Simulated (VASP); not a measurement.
Set up this calculation in VASP 6.6.1, as the native input.

- Task: single point
- Functional: PBE
- Potentials or basis: VASP PAW PBE potentials, release 64 (Ga_d, H)
- Cutoff: 520 eV
- k mesh: 6 × 6 × 6
- Occupations: gaussian, width 0.1 eV
- Spin: no spin polarisation
- Dipole correction: no
- Further INCAR settings: ALGO = Normal; EDIFF = 1e-06; NBANDS = 22

The structure of Ga2H3 lies in POSCAR:

```
Ga2H3
1.0
    3.8237801264      0.0000000000      0.0000000000
    0.0000000000      3.8237801264      0.0000000000
    0.0000000000      0.0000000000      3.8237801264
Ga H
2 3
Direct
    0.5000000000      0.5000000000      0.5000000000
    0.0000000000      0.0000000000      0.0000000000
    0.0000000000      0.5000000000      0.5000000000
    0.5000000000      0.0000000000      0.5000000000
    0.5000000000      0.5000000000      0.0000000000
```

One way to write it, as run:

INCAR

```
SYSTEM = Ga2H3
PREC = Accurate
ENCUT = 520
EDIFF = 1E-6
ISMEAR = 0
SIGMA = 0.1
LREAL = .False.
LASPH = .True.
NELM = 80
ALGO = Normal
ISIF = 2
LWAVE = .False.
LCHARG = .False.
GGA = PE
NBANDS = 22
```

KPOINTS

```
regular mesh
0
Gamma
  6 6 6
  0 0 0
```

Potentials or basis: VASP PAW PBE potentials, release 64 (Ga_d, H).

Run with:

```bash
$ cat potpaw_PBE.64/Ga_d/POTCAR potpaw_PBE.64/H/POTCAR > POTCAR
$ mpirun -np 1 vasp_std > vasp.out
```

It gave:

```json
{
  "Pressure": "-0.2 GPa"
}
```

Wall time 18 s on 1 thread of Intel(R) Xeon(R) Platinum 8259CL CPU @ 2.50GHz (Skylake/Cascade Lake), on a shared host, peak memory 0.16 GiB.
